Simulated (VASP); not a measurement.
# B3Rh (Pm-3m) in VASP: further runs, part 2 of 2

VASP 6.6.1. Earlier steps stand in the parts before.

### Step 3. Relaxation of cell and atoms, PBE

This run uses another cell than the first one, of 16.33 Å³/atom, 1.511 times its volume.

INCAR

```
  ALGO = Normal
  EDIFF = 1E-7
  EDIFFG = -0.01
  ENCUT = 600
  GGA = PE
  IBRION = 2
  ISIF = 3
  ISMEAR = 0
  LASPH = T
  LCHARG = F
  LREAL = F
  LWAVE = F
  NELM = 80
  NSW = 100
  PREC = Accurate
  SIGMA = 0.02
```

KPOINTS

```
k-points
0
Gamma
  8 8 8
```

POSCAR

```
B3Rh
1.0
    4.0270302538      0.0000000000      0.0000000000
    0.0000000000      4.0270302538      0.0000000000
    0.0000000000      0.0000000000      4.0270302538
B Rh
3 1
Direct
    0.0000000000      0.5000000000      0.5000000000
    0.5000000000      0.0000000000      0.5000000000
    0.5000000000      0.5000000000      0.0000000000
    0.5000000000      0.5000000000      0.5000000000
```

Potentials or basis: VASP PAW PBE potentials, release 64 (B, Rh_pv).

Launch:

```bash
$ cat potpaw_PBE.64/B/POTCAR potpaw_PBE.64/Rh_pv/POTCAR > POTCAR
$ mpirun -np 1 vasp_std > vasp.out
```

OUTCAR:

```text
EDIFF = 1E-7
   EDIFFG = -0.01
   ENCUT = 600
   GGA = PE
   IBRION = 2
   ISIF = 3
   ISMEAR = 0
   LASPH = T
   LREAL = F
   NELM = 80
   NSW = 100
   PREC = Accurate

 ion  position               nearest neighbor table
   1  0.000  0.500  0.500-   4 2.01   4 2.01
   2  0.500  0.000  0.500-   4 2.01   4 2.01
   3  0.500  0.500  0.000-   4 2.01   4 2.01
   4  0.500  0.500  0.500-   1 2.01   2 2.01   3 2.01   3 2.01   2 2.01   1 2.01

  LATTYP: Found a simple cubic cell.
 ALAT       =     4.0270302538

  Lattice vectors:

 A1 = (   4.0270302538,   0.0000000000,   0.0000000000)
 A2 = (   0.0000000000,   4.0270302538,   0.0000000000)
 A3 = (   0.0000000000,   0.0000000000,   4.0270302538)

Analysis of symmetry for initial positions (statically):
=====================================================================
 Subroutine PRICEL returns:
 Original cell was already a primitive cell.

 Routine SETGRP: Setting up the symmetry group for a
 simple cubic supercell.

 Subroutine GETGRP returns: Found 48 space group operations
 (whereof 48 operations were pure point group operations)
 out of a pool of 48 trial point group operations.

The static configuration has the point symmetry O_h .

Analysis of symmetry for dynamics (positions and initial velocities):
=====================================================================
 Subroutine PRICEL returns:
 Original cell was already a primitive cell.

 Routine SETGRP: Setting up the symmetry group for a
 simple cubic supercell.

 Subroutine GETGRP returns: Found 48 space group operations
 (whereof 48 operations were pure point group operations)
 out of a pool of 48 trial point group operations.

The dynamic configuration has the point symmetry O_h .

 Subroutine INISYM returns: Found 48 space group operations
 (whereof 48 operations are pure point group operations),
 and found     1 'primitive' translations

----------------------------------------------------------------------------------------

                                     Primitive cell

  volume of cell :      65.3062

  direct lattice vectors                    reciprocal lattice vectors
     4.027030254  0.000000000  0.000000000     0.248321949  0.000000000  0.000000000
     0.000000000  4.027030254  0.000000000     0.000000000  0.248321949  0.000000000
     0.000000000  0.000000000  4.027030254     0.000000000  0.000000000  0.248321949

  length of vectors
     4.027030254  4.027030254  4.027030254     0.248321949  0.248321949  0.248321949

  position of ions in fractional coordinates (direct lattice)
     0.000000000  0.500000000  0.500000000
     0.500000000  0.000000000  0.500000000
     0.500000000  0.500000000  0.000000000
     0.500000000  0.500000000  0.500000000

  ion indices of the primitive-cell ions
   primitive index   ion index
                 1           1
                 2           2
                 3           3
                 4           4

----------------------------------------------------------------------------------------

 KPOINTS: k-points

Automatic generation of k-mesh.
 Grid dimensions read from file:
 generate k-points for:    8    8    8
[... 24 lines left out ...]
  0.375000  0.000000  0.000000      6.000000
  0.500000  0.000000  0.000000      3.000000
  0.125000  0.125000  0.000000     12.000000
[... 16 lines left out ...]
  0.375000  0.375000  0.125000     24.000000
  0.500000  0.375000  0.125000     24.000000
 [... further k-points ...]
   k-points           NKPTS =     35   k-points in BZ     NKDIM =     35   number of bands    NBANDS=     16
   number of dos      NEDOS =    301   number of ions     NIONS =      4
   total plane-waves  NPLWV =  32768
   dimension x,y,z NGX =    32 NGY =   32 NGZ =   32
   dimension x,y,z NGXF=    64 NGYF=   64 NGZF=   64
   ions per type =               3   1
   NGX,Y,Z   is equivalent  to a cutoff of  13.21, 13.21, 13.21 a.u.
   NGXF,Y,Z  is equivalent  to a cutoff of  26.42, 26.42, 26.42 a.u.
 SYSTEM =  unknown system
   PREC   = accura    normal or accurate (medium, high low for compatibility)
   ISTART =      0    job   : 0-new  1-cont  2-samecut
   ICHARG =      2    charge: 1-file 2-atom 10-const
   ISPIN  =      1    spin polarized calculation?
   LNONCOLLINEAR =      F non collinear calculations
   LSORBIT =      F    spin-orbit coupling
   LASPH  =      T    aspherical Exc in radial PAW
   ENCUT  =  600.0 eV  44.10 Ry    6.64 a.u.   8.04  8.04  8.04*2*pi/ulx,y,z
   NELM   =     80;   NELMIN=  2; NELMDL= -5     # of ELM steps
   EDIFF  = 0.1E-06   stopping-criterion for ELM
   LREAL  =      F    real-space projection
   EDIFFG = -.1E-01   stopping-criterion for IOM
   NSW    =    100    number of steps for IOM
   IBRION =      2    ionic relax: 0-MD 1-quasi-New 2-CG
   NFREE  =      1    steps in history (QN), initial steepest desc. (CG)
   ISIF   =      3    stress and relaxation
   ISYM   =      2    0-nonsym 1-usesym 2-fastsym
   POTIM  = 0.5000    time-step for ionic-motion
   TEBEG  =    0.0;   TEEND  =   0.0 temperature during run
   PSTRESS=    0.0 pullay stress
   NELECT =      24.0000    total number of electrons
   NUPDOWN=      -1.0000    fix difference up-down
   EMIN   =  10.00;   EMAX   =-10.00  energy-range for DOS
   EFERMI =   0.00;   METHOD = LEGACY
   ISMEAR =     0;   SIGMA  =   0.02  broadening in eV -4-tet -1-fermi 0-gaus
   EFERMI_NEDOS =   21; number of points for ismear=-14 and -15
   IALGO  =     38    algorithm
   IMIX   =      4    mixing-type and parameters
     AMIX     =   0.40;   BMIX     =  1.00
     AMIX_MAG =   1.60;   BMIX_MAG =  1.00
  volume/ion in A,a.u.               =      16.33       110.18
  Fermi-wavevector in a.u.,A,eV,Ry     =   1.172628  2.215946 18.708786  1.375057
  Thomas-Fermi vector in A             =   2.309054
   LORBIT       =      0    0 simple, 1 ext, 2 COOP (PROOUT), +10 PAW based schemes
   GGA     = PE    functional components
   LHFCALC =     F    Hartree Fock is set to
   AEXX    =    0.0000 exact exchange contribution
   IVDW    =     0    specifies the selected vdW correction
   LEPSILON=     F    determine dielectric tensor
   LRPA    =     F    only Hartree local field effects (RPA)
 conjugate gradient relaxation of ions
 non-spin polarized calculation
 Gauss-broadening in eV      SIGMA  =   0.02
  energy-cutoff  :      600.00
  volume of cell :       65.31
 maximum number of plane-waves:      2224
   NGX = 17   NGY = 17   NGZ = 17

--------------------------------------- Ionic step        1  -------------------------------------------

 number of electron      23.9999992 magnetization

 Free energy of the ion-electron system (eV)
  ---------------------------------------------------
  ext. energy  EPLUGINS =         0.00000000
  ---------------------------------------------------
  free energy    TOTEN  =       -23.03692386 eV

  energy without entropy =      -23.03692386  energy(sigma->0) =      -23.03692386

------------------------ aborting loop because EDIFF is reached ----------------------------------------

  FORCE on cell =-STRESS in cart. coord.  units (eV):
  Direction    XX          YY          ZZ          XY          YZ          ZX
  --------------------------------------------------------------------------------------
  -------------------------------------------------------------------------------------
  Total        0.1363214      0.1363214      0.1363214      0.0000000     -0.0000000      0.0000000
  in kB        3.3444138      3.3444138      3.3444138      0.0000000     -0.0000000      0.0000000
  external PRESSURE =       3.3444138 kB  Pullay stress =       0.0000000 kB
[... 63 lines left out ...]
--------------------------------------- Ionic step        3  -------------------------------------------

 number of electron      23.9999993 magnetization

 Free energy of the ion-electron system (eV)
  ---------------------------------------------------
  ext. energy  EPLUGINS =         0.00000000
  ---------------------------------------------------
  free energy    TOTEN  =       -23.03710949 eV

  energy without entropy =      -23.03710949  energy(sigma->0) =      -23.03710949

 E-fermi :   3.8225     XC(G=0):  -9.1522

 val. band max:        3.6441298947   @ k =   0.5000   0.5000   0.0000
 cond. band min:       4.4393950826   @ k =   0.5000   0.5000   0.0000
 fundamental gap:      0.7952651880
 Fermi energy:         3.8225093628

 k-point     1 :       0.0000    0.0000    0.0000
  band No.  band energies     occupation
      1     -44.7609      2.00000
      2     -44.7609      2.00000
      3     -44.7609      2.00000
      4      -6.5540      2.00000
      5      -4.1279      2.00000
      6      -4.1279      2.00000
[... 433 lines left out ...]
      3     -44.7584      2.00000
      4      -4.6168      2.00000
      5      -3.4047      2.00000
      6      -2.8548      2.00000
[... 8 lines left out ...]
     15       5.2142      0.00000
     16       6.8619      0.00000

 [... further k-points ...]
[... 5 lines left out ...]
  --------------------------------------------------------------------------------------
  -------------------------------------------------------------------------------------
  Total        0.0014176      0.0014176      0.0014176     -0.0000000      0.0000000      0.0000000
  in kB        0.0346824      0.0346824      0.0346824     -0.0000000      0.0000000      0.0000000
  external PRESSURE =       0.0346824 kB  Pullay stress =       0.0000000 kB
[... 19 lines left out ...]
  FREE ENERGIE OF THE ION-ELECTRON SYSTEM (eV)
  ---------------------------------------------------
  free  energy   TOTEN  =       -23.0371094869 eV

  energy  without entropy=      -23.0371094869  energy(sigma->0) =      -23.03710949

 reached required accuracy - stopping structural energy minimisation
```

Run time: 2.4 min. Hardware: 1 thread of AMD EPYC 7R13, shared host; peak memory 0.18 GiB.

Results:

```
Free energy                            : -23.0371 eV
Relaxed volume                         : 16.37 Å³/atom
Relaxed cell                           : a = 4.031 Å, b = 4.031 Å, c = 4.031 Å, α = 90.00°, β = 90.00°, γ = 90.00°
Space group after relaxing (to 0.05 Å) : Pm-3m (No. 221)
Energy gained by relaxing              : 0.0 meV/atom
Ionic steps                            : 3
Pressure after relaxing                : 0.0 GPa
Band gap on the k mesh                 : 0.80 eV, direct
```

The path:
```csv
step,energy change (eV),largest force (eV/Å),pressure (GPa),volume (Å³)
1,0.0000,0.0000,0.33,65.31
2,-0.0001,0.0000,-0.26,65.63
3,-0.0002,0.0000,0.00,65.48
```

Final structure:
```xyz
4
Lattice="4.0307 0.0000 0.0000 0.0000 4.0307 0.0000 0.0000 0.0000 4.0307" Properties=species:S:1:pos:R:3 pbc="T T T"
B     0.0000    2.0153    2.0153
B     2.0153    0.0000    2.0153
B     2.0153    2.0153    0.0000
Rh    2.0153    2.0153    2.0153
```
